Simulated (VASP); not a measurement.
TlCl:

```
Tl Cl
1.0
     3.79363    0.00000    0.00000
     0.00000    3.79363    0.00000
     0.00000    0.00000    3.79363
Tl Cl
1 1
Direct
  0.00000 0.00000 0.00000
  0.50000 0.50000 0.50000
```

Base run:

```yaml
Program: VASP 6.6.1
Functional: HSE06
Potentials_or_basis: VASP PAW PBE potentials, release 64 (Tl_d, Cl)
Cutoff: 400 eV
k_mesh: 4 × 4 × 4
Occupations: gaussian, width 0.01 eV
Spin: no spin polarisation
```

Its results: band gap on the k mesh 2.74 eV; pressure 1.9 GPa.

Task: The run is repeated on the same cell with these changes: functional from HSE06 to PBE; cutoff from 400 eV to 500 eV. What comes out?

Result: Band gap on the k mesh 1.99 eV; pressure 2.3 GPa.

Caveats: spin-orbit coupling is left out, which moves the levels of the heavy elements; the PAW data sets were made with another functional, which shifts forces and pressure a little (at least some runs).

A k mesh can miss the band edges.
